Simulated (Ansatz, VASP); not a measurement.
Given: the input of a run of Ansatz 0.2.0 on CuO.

Contents of input.yaml:

```yaml
crystal:
  lattice:
    - [2.34185, -1.7113, 0.0]
    - [2.34185, 1.7113, 0.0]
    - [-0.8500274268, 0.0, 5.0578693947]
  atoms:
    - { symbol: Cu, position: [0.5, 0.0, 0.5] }
    - { symbol: Cu, position: [0.0, 0.5, 0.0] }
    - { symbol: O, position: [0.4184, 0.5816, 0.75] }
    - { symbol: O, position: [0.5816, 0.4184, 0.25] }
hamiltonian:
  xc: pbe
  pseudopotentials: { kind: paw }
kpoints:
  mp_grid: { grid: [10, 10, 5] }
scf:
  occupations: { method: gaussian, width: 0.025 }
output:
  forces: true
  stress: true
  eigenvalues: true
```

Potentials or basis: Ansatz PAW.

Command:

```bash
$ ansatz run input.yaml --threads 2 --pin off --max-ram 5632MiB --backend cpu --events-out ev --progress --plain --runs-dir out
```

Q: Set up the same calculation for VASP 6.6.1. Potentials there: VASP PAW PBE potentials, release 64 (Cu_sv_GW, O).

A: As run (the cutoff follows the program's own potentials):

INCAR

```
  PREC = Accurate
  ENCUT = 820
  EDIFF = 1E-6
  ISMEAR = 0
  SIGMA = 0.025
  LREAL = False
  LASPH = True
  NELM = 120
  ALGO = Normal
  ISIF = 2
  LWAVE = False
  LCHARG = True
  GGA = PE
  LELF = True
  LVHAR = True
  NBANDS = 33
  GGA_COMPAT = False
```

File KPOINTS:

```
Automatic mesh
0
Gamma
  10 10 5
```

POSCAR

```
CuO
1.0
    2.3418500000     -1.7113000000      0.0000000000
    2.3418500000      1.7113000000      0.0000000000
   -0.8500274268      0.0000000000      5.0578693947
Cu O
2 2
Direct
    0.5000000000      0.0000000000      0.5000000000
    0.0000000000      0.5000000000      0.0000000000
    0.4184000000      0.5816000000      0.7500000000
    0.5816000000      0.4184000000      0.2500000000
```

Potentials or basis: VASP PAW PBE potentials, release 64 (Cu_sv_GW, O).

Launch:

```sh
$ cat potpaw_PBE.64/Cu_sv_GW/POTCAR potpaw_PBE.64/O/POTCAR > POTCAR
$ mpirun -np 1 vasp_std > vasp.out
```

Both were run:

|  | VASP | Ansatz | Ansatz less VASP |
| --- | --- | --- | --- |
| gap on the k mesh at the Fermi level (eV) | none | none | - |
| pressure (GPa) | 4.8 | 5.7 | +0.86 |
| traceless stress, the component that is largest in VASP (GPa) | -1.26 | -1.28 | -0.022 |
| rms of the force components (eV/Å) | 0.103 | 0.107 | +0.0033 |

Atom by atom the forces differ by 0.003 eV/Å (rms over components). A gap of «none» marks a metal or a gap that the smearing closes.
